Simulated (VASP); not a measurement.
A run of VASP 6.6.1 is set up as follows.

File POSCAR:

```
SrTe
1.0
    0.0000000000      3.3527582064      3.3527582064
    3.3527582064      0.0000000000      3.3527582064
    3.3527582064      3.3527582064      0.0000000000
Sr Te
1 1
Direct
    0.0000000000      0.0000000000      0.0000000000
    0.5000000000      0.5000000000      0.5000000000
```

File INCAR.step1:

```
PREC = Accurate ; ENCUT = 550
ISMEAR = 0 ; SIGMA = 0.01
LREAL = F ; LASPH = T
NELM = 120 ; NBANDS = 15
GGA = PE ; ALGO = Normal
EDIFF = 1E-5 ; LWAVE = T
LCHARG = F ; GGA_COMPAT = F
```

Contents of INCAR.step2:

```
PREC = Accurate ; ENCUT = 550
EDIFF = 1E-6 ; ISMEAR = 0
SIGMA = 0.01 ; LREAL = F
LASPH = T ; NELM = 120
ALGO = Normal ; ISIF = 2
LWAVE = F ; LCHARG = F
METAGGA = R2SCAN ; LMIXTAU = T
NBANDS = 15 ; ISTART = 1
GGA_COMPAT = F
```

The input KPOINTS:

```
regular mesh
0
Gamma
  6 6 6
```

Potentials or basis: VASP PAW PBE potentials, release 64 (Sr_sv, Te).

Run with:

```bash
$ cat potpaw_PBE.64/Sr_sv/POTCAR potpaw_PBE.64/Te/POTCAR > POTCAR
$ cp INCAR.step1 INCAR
$ mpirun -np 1 vasp_std > vasp.out
$ cp INCAR.step2 INCAR
$ mpirun -np 1 vasp_std > vasp.out
```

(1) What does it give for the pressure?

(2) What does it give for the band gap on the k mesh?

Results:

(1) 0.1 GPa.

(2) 2.14 eV, indirect (least direct gap 2.89 eV).

Caveat: the PAW data sets were made with another functional, which shifts forces and pressure a little; spin-orbit coupling is left out, which moves the levels of the heavy elements.
